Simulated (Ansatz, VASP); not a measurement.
## InP: VASP beside Ansatz

File INCAR:

```
  ALGO = Normal
  EDIFF = 1E-6
  ENCUT = 520
  GGA = PE
  ISIF = 2
  ISMEAR = -1
  LASPH = T
  LCHARG = F
  LREAL = F
  LWAVE = F
  NBANDS = 16
  NELM = 80
  PREC = Accurate
  SIGMA = 0.05
```

The input KPOINTS:

```
k-points
0
Gamma
  8 8 8
```

Contents of POSCAR:

```
InP
1.0
    0.0000000000      2.7871711834      2.7871711834
    2.7871711834      0.0000000000      2.7871711834
    2.7871711834      2.7871711834      0.0000000000
In P
1 1
Direct
    0.0000000000      0.0000000000      0.0000000000
    0.5000000000      0.5000000000      0.5000000000
```

Contents of input.yaml:

```yaml
crystal:
  lattice:
    - [0.0, 2.7871711834, 2.7871711834]
    - [2.7871711834, 0.0, 2.7871711834]
    - [2.7871711834, 2.7871711834, 0.0]
  atoms:
    - { symbol: In, position: [0.0, 0.0, 0.0] }
    - { symbol: P, position: [0.5, 0.5, 0.5] }
kpoints:
  mp_grid: { grid: [8, 8, 8] }
scf:
  occupations: { method: fermi_dirac, width: 0.05 }
hamiltonian:
  xc: pbe
  pseudopotentials: { kind: all_electron, lapw: { basis_error: 0.0005 } }
output:
  forces: true
  stress: true
  eigenvalues: true
```

Change from the starting cell: volume scaled by 1.02.

Alike in both runs: task single point; functional PBE; k mesh 8 × 8 × 8; occupations fermi-dirac, width 0.05 eV; no spin polarisation.

|  | VASP | Ansatz |
| --- | --- | --- |
| version | VASP 6.6.1 | Ansatz 0.2.0 |
| potentials or method | VASP PAW PBE potentials, release 64 (In_d, P), cutoff 520 eV | all-electron LAPW, scalar-relativistic |

Ansatz gave:

```
gap on the k mesh at the Fermi level (eV) : none
pressure (GPa)                            : -1.4
```

Task: Estimate VASP's values.

Result: gap on the k mesh at the Fermi level (eV): none; pressure (GPa): -1.5.

A gap of «none» marks a metal or a gap that the smearing closes. Ansatz ran all-electron here, and VASP with PAW potentials.
